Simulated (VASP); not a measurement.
# Zr in VASP: a series of runs

Aim: see how the results for Zr move with the level of theory and the settings. Levels: PBE, LDA, PBEsol. Tasks: single point.

Program: VASP 6.6.1. These are calculated values, not measurements. Logs are shortened: lines on timing, memory, paths and dates and some standing lists are left out, and cuts for length are marked.

## (1) The cell of the first run

The typed cell holds 2 atoms: a = 3.232 Å, b = 3.232 Å, c = 5.147 Å, α = 90.00°, β = 90.00°, γ = 120.00°.

## (2) Single point, PBE (atoms moved at random)

Contents of INCAR:

```
SYSTEM = Zr
PREC = Accurate
ENCUT = 520
EDIFF = 1E-6
ISMEAR = -1
SIGMA = 0.05
LREAL = .False.
LASPH = .True.
NELM = 100
ALGO = Fast
ISIF = 2
LWAVE = .False.
LCHARG = .False.
GGA = PE
NBANDS = 19
```

Contents of KPOINTS:

```
Automatic mesh
0
Gamma
  9 9 5
  0 0 0
```

Contents of POSCAR:

```
Zr
1.0
    3.2320000000      0.0000000000      0.0000000000
   -1.6160000000      2.7989941050      0.0000000000
    0.0000000000      0.0000000000      5.1470000000
Zr
2
Direct
    0.6621390000      0.3386440000      0.7491820000
    0.3471260000      0.6825800000      0.2445790000
```

Potentials or basis: VASP PAW PBE potentials, release 64 (Zr_sv).

Run with:

```sh
$ cat potpaw_PBE.64/Zr_sv/POTCAR > POTCAR
$ mpirun -np 1 vasp_std > vasp.out
```

OUTCAR:

```text
SYSTEM = Zr
   PREC = Accurate
   ENCUT = 520
   EDIFF = 1E-6
   ISMEAR = -1
   LREAL = .False.
   LASPH = .True.
   NELM = 100
   ISIF = 2
   GGA = PE

 ion  position               nearest neighbor table
   1  0.662  0.339  0.749-   2 3.14   2 3.15   2 3.18   2 3.19   2 3.19   2 3.23
   2  0.347  0.683  0.245-   1 3.14   1 3.15   1 3.18   1 3.19   1 3.19   1 3.23

  LATTYP: Found a hexagonal cell.
 ALAT       =     3.2320000000
 C/A-ratio  =     1.5925123762

  Lattice vectors:

 A1 = (   3.2320000000,   0.0000000000,   0.0000000000)
 A2 = (  -1.6160000000,   2.7989941050,   0.0000000000)
 A3 = (   0.0000000000,   0.0000000000,   5.1470000000)

Analysis of symmetry for initial positions (statically):
=====================================================================
 Subroutine PRICEL returns:
 Original cell was already a primitive cell.

 Routine SETGRP: Setting up the symmetry group for a
 hexagonal supercell.

 Subroutine GETGRP returns: Found  2 space group operations
 (whereof  1 operations were pure point group operations)
 out of a pool of 24 trial point group operations.

The static configuration has the point symmetry C_1 .
 The point group associated with its full space group is S_2 .

Analysis of symmetry for dynamics (positions and initial velocities):
=====================================================================
 Subroutine PRICEL returns:
 Original cell was already a primitive cell.

 Routine SETGRP: Setting up the symmetry group for a
 hexagonal supercell.

 Subroutine GETGRP returns: Found  2 space group operations
 (whereof  1 operations were pure point group operations)
 out of a pool of 24 trial point group operations.

The dynamic configuration has the point symmetry C_1 .
 The point group associated with its full space group is S_2 .

 Subroutine INISYM returns: Found  2 space group operations
 (whereof  1 operations are pure point group operations),
 and found     1 'primitive' translations

----------------------------------------------------------------------------------------

                                     Primitive cell

  volume of cell :      46.5616

  direct lattice vectors                    reciprocal lattice vectors
     3.232000000  0.000000000  0.000000000     0.309405941  0.178635603  0.000000000
[... 76 lines left out ...]
 SYSTEM =  Zr
   PREC   = accura    normal or accurate (medium, high low for compatibility)
   ISTART =      0    job   : 0-new  1-cont  2-samecut
   ICHARG =      2    charge: 1-file 2-atom 10-const
   ISPIN  =      1    spin polarized calculation?
   LNONCOLLINEAR =      F non collinear calculations
   LSORBIT =      F    spin-orbit coupling
   LASPH  =      T    aspherical Exc in radial PAW
   ENCUT  =  520.0 eV  38.22 Ry    6.18 a.u.   6.01  6.01  9.57*2*pi/ulx,y,z
   NELM   =    100;   NELMIN=  2; NELMDL= -5     # of ELM steps
   EDIFF  = 0.1E-05   stopping-criterion for ELM
   LREAL  =      F    real-space projection
   EDIFFG = 0.1E-04   stopping-criterion for IOM
   NSW    =      0    number of steps for IOM
   IBRION =     -1    ionic relax: 0-MD 1-quasi-New 2-CG
   NFREE  =      0    steps in history (QN), initial steepest desc. (CG)
   ISIF   =      2    stress and relaxation
   ISYM   =      2    0-nonsym 1-usesym 2-fastsym
   POTIM  = 0.5000    time-step for ionic-motion
   TEBEG  =    0.0;   TEEND  =   0.0 temperature during run
   PSTRESS=    0.0 pullay stress
   NELECT =      24.0000    total number of electrons
   NUPDOWN=      -1.0000    fix difference up-down
   EMIN   =  10.00;   EMAX   =-10.00  energy-range for DOS
   EFERMI =   0.00;   METHOD = LEGACY
   ISMEAR =    -1;   SIGMA  =   0.05  broadening in eV -4-tet -1-fermi 0-gaus
   EFERMI_NEDOS =   21; number of points for ismear=-14 and -15
   IALGO  =     68    algorithm
   IMIX   =      4    mixing-type and parameters
     AMIX     =   0.40;   BMIX     =  1.00
     AMIX_MAG =   1.60;   BMIX_MAG =  1.00
  volume/ion in A,a.u.               =      23.28       157.11
  Fermi-wavevector in a.u.,A,eV,Ry     =   1.312611  2.480475 23.442130  1.722948
  Thomas-Fermi vector in A             =   2.442991
   LORBIT       =      0    0 simple, 1 ext, 2 COOP (PROOUT), +10 PAW based schemes
   GGA     = PE    functional components
   LHFCALC =     F    Hartree Fock is set to
   AEXX    =    0.0000 exact exchange contribution
   IVDW    =     0    specifies the selected vdW correction
   LEPSILON=     F    determine dielectric tensor
   LRPA    =     F    only Hartree local field effects (RPA)
 non-spin polarized calculation
 RMM-DIIS sequential band-by-band and
  energy-cutoff  :      520.00
  volume of cell :       46.56
 maximum number of plane-waves:      1284
   NGX = 13   NGY = 13   NGZ = 19

 number of electron      24.0000000 magnetization

 Free energy of the ion-electron system (eV)
  ---------------------------------------------------
  ext. energy  EPLUGINS =         0.00000000
  ---------------------------------------------------
  free energy    TOTEN  =       -17.05116575 eV

  energy without entropy =      -17.03518807  energy(sigma->0) =      -17.04317691

 E-fermi :   9.0031     XC(G=0): -11.0821

 val. band max:        8.9866374782   @ k =   0.0000   0.0000   0.4000
 cond. band min:       9.0073513189   @ k =  -0.2222   0.4444   0.4000
 fundamental gap:      0.0207138407
 Fermi energy:         9.0031131411

 k-point     1 :       0.0000    0.0000    0.0000
  band No.  band energies     occupation
      1     -39.8463      2.00000
      2     -39.6911      2.00000
      3     -18.3708      2.00000
      4     -17.5091      2.00000
      5     -17.4897      2.00000
      6     -17.3641      2.00000
[... 505 lines left out ...]
      6     -17.7129      2.00000
[... 11 lines left out ...]
     18      14.0209      0.00000
     19      14.2388      0.00000

 [... further k-points ...]
[... 5 lines left out ...]
  --------------------------------------------------------------------------------------
  -------------------------------------------------------------------------------------
  Total       -0.0045526      0.1165117      0.3188495     -0.0838445     -0.0016391     -0.0022985
  in kB       -0.1566540      4.0091525     10.9715719     -2.8850782     -0.0564018     -0.0790912
  external PRESSURE =       4.9413568 kB  Pullay stress =       0.0000000 kB

 VOLUME and BASIS-vectors are now :
 -----------------------------------------------------------------------------
  energy-cutoff  :      520.00
  volume of cell :       46.56
      direct lattice vectors                 reciprocal lattice vectors
     3.232000000  0.000000000  0.000000000     0.309405941  0.178635603  0.000000000
    -1.616000000  2.798994105  0.000000000     0.000000000  0.357271206  0.000000000
     0.000000000  0.000000000  5.147000000     0.000000000  0.000000000  0.194287935

 POSITION                                       TOTAL-FORCE (eV/Angst)
 -----------------------------------------------------------------------------------
      1.59278      0.94786      3.85604         0.038444      0.026875     -0.095288
      0.01886      1.91054      1.25885        -0.038444     -0.026875      0.095288
 -----------------------------------------------------------------------------------
    total drift:                               -0.000002      0.000000      0.000003

  FREE ENERGIE OF THE ION-ELECTRON SYSTEM (eV)
  ---------------------------------------------------
  free  energy   TOTEN  =       -17.0511657468 eV

  energy  without entropy=      -17.0351880689  energy(sigma->0) =      -17.04317691
```

OSZICAR:

```text
N       E                     dE             d eps       ncg     rms          rms(c)
DAV:   1     0.216706734179E+03    0.21671E+03   -0.13290E+04  7714   0.125E+03
DAV:   2    -0.158341244679E+01   -0.21829E+03   -0.21420E+03  8909   0.368E+02
DAV:   3    -0.173660691992E+02   -0.15783E+02   -0.15640E+02 13933   0.715E+01
[... 11 lines left out ...]
RMM:  15    -0.170511562895E+02   -0.80542E-05   -0.59873E-05 12660   0.394E-02    0.494E-03
RMM:  16    -0.170511603672E+02   -0.40776E-05   -0.33482E-05 10747   0.250E-02    0.515E-03
RMM:  17    -0.170511632831E+02   -0.29160E-05   -0.20605E-05 10979   0.220E-02    0.113E-03
RMM:  18    -0.170511648568E+02   -0.15737E-05   -0.12214E-05  8635   0.154E-02    0.280E-04
RMM:  19    -0.170511657468E+02   -0.88995E-06   -0.76464E-06  8187   0.122E-02
   1 F= -.17051166E+02 E0= -.17043177E+02  d E =-.159777E-01
```

stdout:

```text
POSCAR found type information on POSCAR Zr
 POSCAR found :  1 types and       2 ions
 scaLAPACK will be used
 LDA part: xc-table for (Slater+PW92), standard interpolation
 POSCAR, INCAR and KPOINTS ok, starting setup
 FFT: planning ... GRIDC
 FFT: planning ... GRID_SOFT
 FFT: planning ... GRID
 WAVECAR not read
 entering main loop
WARNING in EDDRMM: call to ZHEGV failed, returncode =   8  4     19
WARNING in EDDRMM: call to ZHEGV failed, returncode =   8  4      9
WARNING in EDDRMM: call to ZHEGV failed, returncode =   8  4      5
WARNING in EDDRMM: call to ZHEGV failed, returncode =   6  3      9
WARNING in EDDRMM: call to ZHEGV failed, returncode =   8  4      5
WARNING in EDDRMM: call to ZHEGV failed, returncode =   8  4      9
WARNING in EDDRMM: call to ZHEGV failed, returncode =   8  4      9
WARNING in EDDRMM: call to ZHEGV failed, returncode =   8  4      7
WARNING in EDDRMM: call to ZHEGV failed, returncode =   6  3      8
WARNING in EDDRMM: call to ZHEGV failed, returncode =   8  4      3
WARNING in EDDRMM: call to ZHEGV failed, returncode =   6  3     12
WARNING in EDDRMM: call to ZHEGV failed, returncode =   6  3     12
WARNING in EDDRMM: call to ZHEGV failed, returncode =   6  3     12
WARNING in EDDRMM: call to ZHEGV failed, returncode =   6  3     10
WARNING in EDDRMM: call to ZHEGV failed, returncode =   6  3      9
WARNING in EDDRMM: call to ZHEGV failed, returncode =   6  3     12
WARNING in EDDRMM: call to ZHEGV failed, returncode =   6  3      5
WARNING in EDDRMM: call to ZHEGV failed, returncode =   8  4     17
WARNING in EDDRMM: call to ZHEGV failed, returncode =   6  3      7
WARNING in EDDRMM: call to ZHEGV failed, returncode =   6  3      7
```

Wall time 2.2 min (1 thread of AMD EPYC 9R45 (Zen 5), shared host); peak memory 0.23 GiB.

Results:

```yaml
Free_energy: -17.0512 eV
Pressure: 0.5 GPa
Largest_force: 0.106 eV/Å
Band_gap_on_the_k_mesh: zero (band 12 reaches 9.89 eV, above the bottom of band 13 at 8.68 eV)
```

Forces on the atoms (eV/Å):
```
Zr   0.038  0.027 -0.095
Zr  -0.038 -0.027  0.095
```

Caveat: the cell differs from its parent crystal (atoms moved at random).

## (3) Single point, LDA

Contents of INCAR:

```
PREC = Accurate
ENCUT = 520
EDIFF = 1E-6
ISMEAR = -1
SIGMA = 0.05
LREAL = F
LASPH = T
NELM = 100
ALGO = Normal
ISIF = 2
LWAVE = F
LCHARG = F
GGA = CA
NBANDS = 19
```

Contents of KPOINTS:

```
regular mesh
0
Gamma
  9 9 5
```

Contents of POSCAR:

```
Zr
1.0
    3.2320000000      0.0000000000      0.0000000000
   -1.6160000000      2.7989941050      0.0000000000
    0.0000000000      0.0000000000      5.1470000000
Zr
2
Direct
    0.6666666667      0.3333333333      0.7500000000
    0.3333333333      0.6666666667      0.2500000000
```

Potentials or basis: VASP PAW LDA potentials, release 64 (Zr_sv).

Run with:

```sh
$ cat potpaw_LDA.64/Zr_sv/POTCAR > POTCAR
$ mpirun -np 1 vasp_std > vasp.out
```

It took 40 s on 1 thread of AMD EPYC 7R43 (Zen 3), shared host; peak memory 0.12 GiB.

It converged, with:

```yaml
Free_energy: -18.5393 eV
Pressure: -6.0 GPa
Band_gap_on_the_k_mesh: zero (band 12 reaches 9.62 eV, above the bottom of band 13 at 8.56 eV)
```

Stress tensor (GPa, compression positive):
```
-6.30  0.00  0.00
 0.00 -6.30  0.00
 0.00  0.00 -5.40
```

Levels at points of the mesh, in eV from the Fermi level:
```csv
k point,band 10,band 11,band 12,band 13,band 14,band 15
"(0.00, 0.00, 0.00)",-3.05,0.82,0.82,0.97,1.25,1.51
```

## (4) Single point, PBEsol

Contents of INCAR:

```
ALGO = Normal
EDIFF = 1E-7
ENCUT = 520
GGA = PS
ISIF = 2
ISMEAR = -1
LASPH = T
LCHARG = F
LREAL = F
LWAVE = F
NBANDS = 19
NELM = 60
PREC = Accurate
SIGMA = 0.05
```

Contents of KPOINTS:

```
k-points
0
Gamma
  9 9 5
```

POSCAR is that of step 3.

Potentials or basis: VASP PAW PBE potentials, release 64 (Zr_sv).

Run with:

```sh
$ cat potpaw_PBE.64/Zr_sv/POTCAR > POTCAR
$ mpirun -np 1 vasp_std > vasp.out
```

Wall time 30 s (1 thread of Intel Xeon 8259CL, shared host); peak memory 0.17 GiB.

The run converged. Its results:

```
Free energy            : -18.1591 eV
Pressure               : -3.2 GPa
Band gap on the k mesh : zero (band 12 reaches 9.72 eV, above the bottom of band 13 at 8.62 eV)
```

Stress tensor (GPa, compression positive):
```
-3.51  0.00  0.00
 0.00 -3.51  0.00
 0.00  0.00 -2.66
```

Levels at points of the mesh, in eV from the Fermi level:
```csv
k point,band 8,band 9,band 10,band 11,band 12,band 13,band 14,band 15,band 16,band 17
"(0.00, 0.00, 0.00)",-26.28,-5.68,-3.05,0.85,0.85,1.00,1.17,1.54,1.54,2.12
```

Caveat: the PAW data sets were made with another functional, which shifts forces and pressure a little.

## (5) Summary

| level | potentials or basis | gap on the mesh (eV) | pressure (GPa) |
| --- | --- | --- | --- |
| PBE | VASP PAW PBE potentials, release 64 (Zr_sv) | none | 0.5 |
| LDA | VASP PAW LDA potentials, release 64 (Zr_sv) | none | -6.0 |
| PBEsol | VASP PAW PBE potentials, release 64 (Zr_sv) | none | -3.2 |

Some of these runs hold the atoms at other places in the same cell, which the table doesn't show; runs alike in all that it shows share one row.

Alike in all rows: task single point; no spin polarisation; cell as given; k mesh 9 × 9 × 5; cutoff (eV) 520; smearing fermi-dirac 0.05 eV.

Caveats: the PAW data sets were made with another functional, which shifts forces and pressure a little (some runs).

Total energies depend on the potentials used, so only differences within one code and one set of settings carry meaning.
